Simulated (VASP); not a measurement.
BN, 4 atoms in the cell. It takes space group P6_3/mmc (No. 194, hexagonal). The conventional cell has a = 2.498 Å, b = 2.498 Å, c = 6.636 Å, α = 90.00°, β = 90.00°, γ = 120.00°. N (site symmetry -6m2) has 3 B at 1.44 Å within 1.9 Å. B (site symmetry -6m2) has 3 N at 1.44 Å within 1.9 Å. 

```yaml
Program: VASP 6.6.1
Task: relaxation of cell and atoms
Functional: BLYP
Dispersion: D3(BJ)
Potentials_or_basis: VASP PAW PBE potentials, release 64 (N, B)
Cutoff: 600 eV
k_mesh: 12 × 12 × 4
Occupations: fermi-dirac, width 0.05 eV
Spin: no spin polarisation
Dipole_correction: no
Further_INCAR_settings: ALGO = Normal; EDIFF = 1e-07; IBRION = 2; EDIFFG = -0.01; NSW = 60; ISIF = 3
```

Potentials or basis: VASP PAW PBE potentials, release 64 (N, B).

Run with:

```console
$ cat potpaw_PBE.64/N/POTCAR potpaw_PBE.64/B/POTCAR > POTCAR
$ mpirun -np 1 vasp_std > vasp.out
```

Hardware: 1 thread of Intel(R) Xeon(R) 6975P-C (Granite Rapids) (shared host).

Question: Estimate the wall time of this run.

Answer: Run time: 77 s on 1 thread of Intel(R) Xeon(R) 6975P-C (Granite Rapids), on a shared host, peak memory 0.18 GiB. Counts: scf iterations 57, k points 57, ion steps 7.
